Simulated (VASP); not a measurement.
# B (Pm-3m) in VASP: notebook

The runs below take B through single point, with r2SCAN.

Everything below comes from runs of VASP 6.6.1. Logs are shortened: lines on timing, memory, paths and dates and some standing lists are left out, and cuts for length are marked.

## Step 1: The cell of the first run

The structure is cubic, space group Pm-3m (No. 221). The conventional cell has a = 1.884 Å, b = 1.884 Å, c = 1.884 Å, α = 90.00°, β = 90.00°, γ = 90.00°. B (site symmetry m-3m) has 6 B at 1.88 Å within 2.5 Å.

## Step 2: Single point, r2SCAN

POSCAR reads:

```
B
1.0
    1.8844875098      0.0000000000      0.0000000000
    0.0000000000      1.8844875098      0.0000000000
    0.0000000000      0.0000000000      1.8844875098
B
1
Direct
    0.0000000000      0.0000000000      0.0000000000
```

INCAR.step1 reads:

```
SYSTEM = B
ALGO = Normal
EDIFF = 1E-4
ENCUT = 520
GGA = PE
ISMEAR = -1
LASPH = .True.
LCHARG = .False.
LREAL = .False.
LWAVE = .True.
NBANDS = 8
NELM = 80
PREC = Accurate
SIGMA = 0.1
```

INCAR.step2 reads:

```
SYSTEM = B
ALGO = Normal
EDIFF = 1E-6
ENCUT = 520
ISIF = 2
ISMEAR = -1
ISTART = 1
LASPH = .True.
LCHARG = .False.
LMIXTAU = .True.
LREAL = .False.
LWAVE = .False.
METAGGA = R2SCAN
NBANDS = 8
NELM = 80
PREC = Accurate
SIGMA = 0.1
```

KPOINTS reads:

```
k-points
0
Gamma
  16 16 16
  0 0 0
```

Potentials or basis: VASP PAW PBE potentials, release 64 (B).

The run is started by

```
$ cat potpaw_PBE.64/B/POTCAR > POTCAR
$ cp INCAR.step1 INCAR
$ mpirun -np 1 vasp_std > vasp.out
$ cp INCAR.step2 INCAR
$ mpirun -np 1 vasp_std > vasp.out
```

OUTCAR:

```text
SYSTEM = B
   EDIFF = 1E-6
   ENCUT = 520
   ISIF = 2
   ISMEAR = -1
   ISTART = 1
   LASPH = .True.
   LREAL = .False.
   METAGGA = R2SCAN
   NELM = 80
   PREC = Accurate

 ion  position               nearest neighbor table
   1  0.000  0.000  0.000-

  LATTYP: Found a simple cubic cell.
 ALAT       =     1.8844875098

  Lattice vectors:

 A1 = (   1.8844875098,   0.0000000000,   0.0000000000)
 A2 = (   0.0000000000,   1.8844875098,   0.0000000000)
 A3 = (   0.0000000000,   0.0000000000,   1.8844875098)

Analysis of symmetry for initial positions (statically):
=====================================================================
 Subroutine PRICEL returns:
 Original cell was already a primitive cell.

 Routine SETGRP: Setting up the symmetry group for a
 simple cubic supercell.

 Subroutine GETGRP returns: Found 48 space group operations
 (whereof 48 operations were pure point group operations)
 out of a pool of 48 trial point group operations.

The static configuration has the point symmetry O_h .

Analysis of symmetry for dynamics (positions and initial velocities):
=====================================================================
 Subroutine PRICEL returns:
 Original cell was already a primitive cell.

 Routine SETGRP: Setting up the symmetry group for a
 simple cubic supercell.

 Subroutine GETGRP returns: Found 48 space group operations
 (whereof 48 operations were pure point group operations)
 out of a pool of 48 trial point group operations.

The dynamic configuration has the point symmetry O_h .

 Subroutine INISYM returns: Found 48 space group operations
 (whereof 48 operations are pure point group operations),
 and found     1 'primitive' translations

----------------------------------------------------------------------------------------

                                     Primitive cell

  volume of cell :       6.6924

  direct lattice vectors                    reciprocal lattice vectors
     1.884487510  0.000000000  0.000000000     0.530648250  0.000000000  0.000000000
     0.000000000  1.884487510  0.000000000     0.000000000  0.530648250  0.000000000
     0.000000000  0.000000000  1.884487510     0.000000000  0.000000000  0.530648250

  length of vectors
     1.884487510  1.884487510  1.884487510     0.530648250  0.530648250  0.530648250

  position of ions in fractional coordinates (direct lattice)
     0.000000000  0.000000000  0.000000000

  ion indices of the primitive-cell ions
   primitive index   ion index
                 1           1

----------------------------------------------------------------------------------------

 KPOINTS: k-points

Automatic generation of k-mesh.
 Grid dimensions read from file:
 generate k-points for:   16   16   16

 Generating k-lattice:

  Cartesian coordinates                     Fractional coordinates (reciprocal lattice)
     0.033165516  0.000000000  0.000000000     0.062500000  0.000000000  0.000000000
     0.000000000  0.033165516  0.000000000     0.000000000  0.062500000  0.000000000
     0.000000000  0.000000000  0.033165516     0.000000000  0.000000000  0.062500000

  Length of vectors
     0.033165516  0.033165516  0.033165516

  Shift w.r.t. Gamma in fractional coordinates (k-lattice)
     0.000000000  0.000000000  0.000000000

 Subroutine IBZKPT returns following result:
 ===========================================

 Found    165 irreducible k-points:

 Following reciprocal coordinates:
            Coordinates               Weight
  0.000000  0.000000  0.000000      1.000000
  0.062500  0.000000  0.000000      6.000000
  0.125000  0.000000  0.000000      6.000000
  0.187500  0.000000  0.000000      6.000000
  0.250000  0.000000  0.000000      6.000000
  0.312500  0.000000  0.000000      6.000000
[... 16 lines left out ...]
  0.437500  0.125000  0.000000     24.000000
  0.500000  0.125000  0.000000     12.000000
 [... further k-points ...]
   k-points           NKPTS =    165   k-points in BZ     NKDIM =    165   number of bands    NBANDS=      8
   number of dos      NEDOS =    301   number of ions     NIONS =      1
   total plane-waves  NPLWV =   2744
   dimension x,y,z NGX =    14 NGY =   14 NGZ =   14
   dimension x,y,z NGXF=    28 NGYF=   28 NGZF=   28
   ions per type =               1
   NGX,Y,Z   is equivalent  to a cutoff of  12.35, 12.35, 12.35 a.u.
   NGXF,Y,Z  is equivalent  to a cutoff of  24.70, 24.70, 24.70 a.u.
 SYSTEM =  B
   PREC   = accura    normal or accurate (medium, high low for compatibility)
   ISTART =      1    job   : 0-new  1-cont  2-samecut
   ICHARG =      0    charge: 1-file 2-atom 10-const
   ISPIN  =      1    spin polarized calculation?
   LNONCOLLINEAR =      F non collinear calculations
   LSORBIT =      F    spin-orbit coupling
   LASPH  =      T    aspherical Exc in radial PAW
   ENCUT  =  520.0 eV  38.22 Ry    6.18 a.u.   3.50  3.50  3.50*2*pi/ulx,y,z
   NELM   =     80;   NELMIN=  2; NELMDL=  0     # of ELM steps
   EDIFF  = 0.1E-05   stopping-criterion for ELM
   LREAL  =      F    real-space projection
   EDIFFG = 0.1E-04   stopping-criterion for IOM
   NSW    =      0    number of steps for IOM
   IBRION =     -1    ionic relax: 0-MD 1-quasi-New 2-CG
   NFREE  =      0    steps in history (QN), initial steepest desc. (CG)
   ISIF   =      2    stress and relaxation
   ISYM   =      2    0-nonsym 1-usesym 2-fastsym
   POTIM  = 0.5000    time-step for ionic-motion
   TEBEG  =    0.0;   TEEND  =   0.0 temperature during run
   PSTRESS=    0.0 pullay stress
   NELECT =       3.0000    total number of electrons
   NUPDOWN=      -1.0000    fix difference up-down
   EMIN   =  10.00;   EMAX   =-10.00  energy-range for DOS
   EFERMI =   0.00;   METHOD = LEGACY
   ISMEAR =    -1;   SIGMA  =   0.10  broadening in eV -4-tet -1-fermi 0-gaus
   EFERMI_NEDOS =   21; number of points for ismear=-14 and -15
   IALGO  =     38    algorithm
   IMIX   =      4    mixing-type and parameters
     AMIX     =   0.40;   BMIX     =  1.00
     AMIX_MAG =   1.60;   BMIX_MAG =  1.00
  volume/ion in A,a.u.               =       6.69        45.16
  Fermi-wavevector in a.u.,A,eV,Ry     =   1.252916  2.367668 21.358408  1.569799
  Thomas-Fermi vector in A             =   2.386794
   LORBIT       =      0    0 simple, 1 ext, 2 COOP (PROOUT), +10 PAW based schemes
   METAGGA = R2SCAN    functional components
   LHFCALC =     F    Hartree Fock is set to
   AEXX    =    0.0000 exact exchange contribution
   IVDW    =     0    specifies the selected vdW correction
   LEPSILON=     F    determine dielectric tensor
   LRPA    =     F    only Hartree local field effects (RPA)
 non-spin polarized calculation
  energy-cutoff  :      520.00
  volume of cell :        6.69
 maximum number of plane-waves:       192
   NGX =  7   NGY =  7   NGZ =  7

 number of electron       3.0000000 magnetization

 Free energy of the ion-electron system (eV)
  ---------------------------------------------------
  ext. energy  EPLUGINS =         0.00000000
  ---------------------------------------------------
  free energy    TOTEN  =        -6.14671049 eV

  energy without entropy =       -6.14060119  energy(sigma->0) =       -6.14365584

 E-fermi :   7.0941     XC(G=0): -13.2836

 val. band max:        7.0343694955   @ k =   0.3750   0.3125   0.1250
 cond. band min:       7.1247106871   @ k =   0.3750   0.2500   0.1875
 fundamental gap:      0.0903411916
 Fermi energy:         7.0940672029

 k-point     1 :       0.0000    0.0000    0.0000
  band No.  band energies     occupation
      1      -9.7835      2.00000
      2      21.7387      0.00000
      3      21.7387      0.00000
      4      21.7387      0.00000
      5      32.0982      0.00000
      6      32.0982      0.00000
      7      42.7509      0.00000
      8      63.5589      0.00000

 k-point     2 :       0.0625    0.0000    0.0000
  band No.  band energies     occupation
      1      -9.6417      2.00000
      2      20.2343      0.00000
      3      21.8587      0.00000
      4      21.8587      0.00000
      5      32.2623      0.00000
      6      33.7532      0.00000
      7      42.6805      0.00000
      8      62.3742      0.00000

 k-point     3 :       0.1250    0.0000    0.0000
  band No.  band energies     occupation
      1      -9.2164      2.00000
      2      17.1596      0.00000
      3      22.2121      0.00000
      4      22.2121      0.00000
      5      32.7526      0.00000
      6      37.1662      0.00000
      7      42.5615      0.00000
      8      59.4883      0.00000

 k-point     4 :       0.1875    0.0000    0.0000
  band No.  band energies     occupation
      1      -8.5086      2.00000
      2      13.7797      0.00000
      3      22.7767      0.00000
      4      22.7767      0.00000
      5      33.5623      0.00000
      6      40.1637      0.00000
      7      43.2231      0.00000
      8      56.0467      0.00000

 k-point     5 :       0.2500    0.0000    0.0000
  band No.  band energies     occupation
      1      -7.5205      2.00000
      2      10.4680      0.00000
      3      23.5094      0.00000
      4      23.5094      0.00000
      5      34.6745      0.00000
      6      40.6029      0.00000
      7      46.2461      0.00000
      8      52.6945      0.00000

 k-point     6 :       0.3125    0.0000    0.0000
  band No.  band energies     occupation
      1      -6.2562      2.00000
      2       7.3459      0.14920
      3      24.3357      0.00000
      4      24.3357      0.00000
      5      36.0546      0.00000
      6      40.2412      0.00000
      7      49.4276      0.00000
      8      49.7320      0.00000

 k-point     7 :       0.3750    0.0000    0.0000
  band No.  band energies     occupation
      1      -4.7267      2.00000
      2       4.4709      2.00000
      3      25.1357      0.00000
      4      25.1357      0.00000
      5      37.6126      0.00000
      6      39.8444      0.00000
      7      47.3709      0.00000
      8      47.3709      0.00000

 k-point     8 :       0.4375    0.0000    0.0000
  band No.  band energies     occupation
      1      -2.9779      2.00000
      2       1.9090      2.00000
      3      25.7395      0.00000
      4      25.7395      0.00000
      5      39.0911      0.00000
      6      39.5661      0.00000
      7      45.8191      0.00000
      8      45.8191      0.00000

 k-point     9 :       0.5000    0.0000    0.0000
  band No.  band energies     occupation
      1      -1.6161      2.00000
      2       0.2751      2.00000
      3      25.9680      0.00000
      4      25.9680      0.00000
      5      39.4673      0.00000
      6      39.7969      0.00000
      7      45.2724      0.00000
      8      45.2724      0.00000

 k-point    10 :       0.0625    0.0625    0.0000
  band No.  band energies     occupation
      1      -9.4998      2.00000
      2      19.8316      0.00000
      3      20.9437      0.00000
      4      21.9785      0.00000
      5      33.2002      0.00000
      6      34.5727      0.00000
      7      42.5759      0.00000
      8      61.2374      0.00000
[... 78 lines left out ...]
 k-point    18 :       0.1250    0.1250    0.0000
  band No.  band energies     occupation
      1      -8.6493      2.00000
      2      16.3989      0.00000
      3      19.2323      0.00000
      4      22.6808      0.00000
      5      35.7503      0.00000
      6      39.6444      0.00000
      7      41.7046      0.00000
      8      55.9155      0.00000

 k-point    19 :       0.1875    0.1250    0.0000
  band No.  band energies     occupation
      1      -7.9419      2.00000
      2      13.8345      0.00000
      3      19.1632      0.00000
      4      23.2393      0.00000
      5      36.9551      0.00000
      6      40.4245      0.00000
      7      43.2006      0.00000
      8      53.3428      0.00000

 k-point    20 :       0.2500    0.1250    0.0000
  band No.  band energies     occupation
      1      -6.9545      2.00000
      2      10.7513      0.00000
      3      19.8537      0.00000
      4      23.9630      0.00000
      5      38.0044      0.00000
      6      38.9814      0.00000
      7      46.6677      0.00000
      8      51.0632      0.00000

 k-point    21 :       0.3125    0.1250    0.0000
  band No.  band energies     occupation
      1      -5.6916      2.00000
      2       7.7317      0.00340
      3      20.7997      0.00000
      4      24.7776      0.00000
      5      37.0460      0.00000
      6      39.4228      0.00000
      7      48.2951      0.00000
      8      50.2806      0.00000

 k-point    22 :       0.3750    0.1250    0.0000
  band No.  band energies     occupation
      1      -4.1631      2.00000
      2       4.9108      2.00000
      3      21.8138      0.00000
      4      25.5641      0.00000
      5      35.3396      0.00000
      6      40.7944      0.00000
      7      46.8947      0.00000
      8      47.9839      0.00000

 k-point    23 :       0.4375    0.1250    0.0000
  band No.  band energies     occupation
      1      -2.4092      2.00000
      2       2.3706      2.00000
      3      22.6586      0.00000
      4      26.1558      0.00000
      5      34.0195      0.00000
      6      42.2489      0.00000
      7      45.3966      0.00000
      8      46.4659      0.00000

 k-point    24 :       0.5000    0.1250    0.0000
  band No.  band energies     occupation
      1      -1.0035      2.00000
      2       0.7012      2.00000
      3      23.0039      0.00000
      4      26.3795      0.00000
      5      33.5067      0.00000
      6      43.3717      0.00000
      7      44.2832      0.00000
      8      45.9307      0.00000

 [... further k-points ...]
[... 5 lines left out ...]
  --------------------------------------------------------------------------------------
  -------------------------------------------------------------------------------------
  Total        0.0001735      0.0001735      0.0001735      0.0000000      0.0000000     -0.0000000
  in kB        0.0415485      0.0415485      0.0415485      0.0000000      0.0000000     -0.0000000
  external PRESSURE =       0.0415485 kB  Pullay stress =       0.0000000 kB

 VOLUME and BASIS-vectors are now :
 -----------------------------------------------------------------------------
  energy-cutoff  :      520.00
  volume of cell :        6.69
      direct lattice vectors                 reciprocal lattice vectors
     1.884487510  0.000000000  0.000000000     0.530648250  0.000000000  0.000000000
     0.000000000  1.884487510  0.000000000     0.000000000  0.530648250  0.000000000
     0.000000000  0.000000000  1.884487510     0.000000000  0.000000000  0.530648250

 POSITION                                       TOTAL-FORCE (eV/Angst)
 -----------------------------------------------------------------------------------
      0.00000      0.00000      0.00000         0.000000      0.000000      0.000000
 -----------------------------------------------------------------------------------
    total drift:                                0.000000     -0.000000     -0.000000

  FREE ENERGIE OF THE ION-ELECTRON SYSTEM (eV)
  ---------------------------------------------------
  free  energy   TOTEN  =        -6.1467104899 eV

  energy  without entropy=       -6.1406011902  energy(sigma->0) =       -6.14365584
```

Run time: 9.2 s. Hardware: 1 thread of Intel Xeon Platinum 8259CL at 2.50GHz (Skylake/Cascade Lake), shared host; peak memory 0.11 GiB.

What came out:

```yaml
Free_energy: -6.1467 eV
Pressure: 0.0 GPa
```

Caveat: the PAW data sets were made with another functional, which shifts forces and pressure a little.

## Step 3: Single point, r2SCAN (volume scaled by 0.88)

POSCAR reads:

```
B
1.0
    1.8058741750      0.0000000000      0.0000000000
    0.0000000000      1.8058741750      0.0000000000
    0.0000000000      0.0000000000      1.8058741750
B
1
Direct
    0.0000000000      0.0000000000      0.0000000000
```

INCAR.step1 reads:

```
ALGO = Normal ; EDIFF = 1E-4
ENCUT = 520 ; GGA = PE
ISMEAR = -1 ; LASPH = True
LCHARG = False ; LREAL = False
LWAVE = True ; NBANDS = 8
NELM = 100 ; PREC = Accurate
SIGMA = 0.1
```

INCAR.step2 reads:

```
ALGO = Normal ; EDIFF = 1E-7
ENCUT = 520 ; ISIF = 2
ISMEAR = -1 ; ISTART = 1
LASPH = True ; LCHARG = False
LMIXTAU = True ; LREAL = False
LWAVE = False ; METAGGA = R2SCAN
NBANDS = 8 ; NELM = 100
PREC = Accurate ; SIGMA = 0.1
```

KPOINTS reads:

```
k-points
0
Gamma
  19 19 19
```

Potentials or basis: VASP PAW PBE potentials, release 64 (B).

The run is started by

```
$ cat potpaw_PBE.64/B/POTCAR > POTCAR
$ cp INCAR.step1 INCAR
$ mpirun -np 1 vasp_std > vasp.out
$ cp INCAR.step2 INCAR
$ mpirun -np 1 vasp_std > vasp.out
```

OUTCAR:

```text
EDIFF = 1E-7
   ENCUT = 520
   ISIF = 2
   ISMEAR = -1
   ISTART = 1
   LASPH = True
   LREAL = False
   METAGGA = R2SCAN
   NELM = 100
   PREC = Accurate

 ion  position               nearest neighbor table
   1  0.000  0.000  0.000-

  LATTYP: Found a simple cubic cell.
 ALAT       =     1.8058741750

  Lattice vectors:

 A1 = (   1.8058741750,   0.0000000000,   0.0000000000)
 A2 = (   0.0000000000,   1.8058741750,   0.0000000000)
[... 434 lines left out ...]
 k-point    24 :       0.3158    0.1053    0.0000
  band No.  band energies     occupation
      1      -5.5171      2.00000
      2       8.9054      0.01584
      3      24.5844      0.00000
      4      27.9694      0.00000
      5      41.7204      0.00000
      6      42.5813      0.00000
      7      52.8039      0.00000
      8      54.6860      0.00000

 [... further k-points ...]
[... 5 lines left out ...]
  --------------------------------------------------------------------------------------
  -------------------------------------------------------------------------------------
  Total        1.3936590      1.3936590      1.3936590     -0.0000000      0.0000000     -0.0000000
  in kB      379.1443953    379.1443953    379.1443953     -0.0000000      0.0000000     -0.0000000
  external PRESSURE =     379.1443953 kB  Pullay stress =       0.0000000 kB

 VOLUME and BASIS-vectors are now :
 -----------------------------------------------------------------------------
  energy-cutoff  :      520.00
  volume of cell :        5.89
      direct lattice vectors                 reciprocal lattice vectors
     1.805874175  0.000000000  0.000000000     0.553748436  0.000000000  0.000000000
     0.000000000  1.805874175  0.000000000     0.000000000  0.553748436  0.000000000
     0.000000000  0.000000000  1.805874175     0.000000000  0.000000000  0.553748436

 POSITION                                       TOTAL-FORCE (eV/Angst)
 -----------------------------------------------------------------------------------
      0.00000      0.00000      0.00000         0.000000      0.000000      0.000000
 -----------------------------------------------------------------------------------
    total drift:                                0.000000      0.000000     -0.000000

  FREE ENERGIE OF THE ION-ELECTRON SYSTEM (eV)
  ---------------------------------------------------
  free  energy   TOTEN  =        -6.0527428874 eV

  energy  without entropy=       -6.0446446154  energy(sigma->0) =       -6.04869375
```

OSZICAR.step1:

```text
N       E                     dE             d eps       ncg     rms          rms(c)
DAV:   1    -0.346916727355E+01   -0.34692E+01   -0.15963E+03  3992   0.303E+02
DAV:   2    -0.555720524873E+01   -0.20880E+01   -0.19514E+01  4648   0.356E+01
DAV:   3    -0.555930798794E+01   -0.21027E-02   -0.21014E-02  4008   0.121E+00
DAV:   4    -0.555930805907E+01   -0.71133E-07   -0.71702E-07  4928   0.655E-03
DAV:   5    -0.555930805966E+01   -0.59143E-09   -0.15525E-10  3632   0.341E-05    0.197E+00
DAV:   6    -0.553763241209E+01    0.21676E-01   -0.60482E-03  4080   0.485E-01    0.121E+00
DAV:   7    -0.552875999437E+01    0.88724E-02   -0.90207E-03  4088   0.605E-01    0.896E-02
DAV:   8    -0.552878435791E+01   -0.24364E-04   -0.43580E-05  3168   0.563E-02
   1 F= -.55287844E+01 E0= -.55245999E+01  d E =-.836893E-02
```

Run time: 14 s. Hardware: 1 thread of Intel Xeon Platinum 8259CL at 2.50GHz (Skylake/Cascade Lake), shared host; peak memory 0.11 GiB.

Results:

| Quantity | Value |
| --- | --- |
| Free energy | -6.0527 eV |
| Pressure | 37.9 GPa |

Caveat: the PAW data sets were made with another functional, which shifts forces and pressure a little.
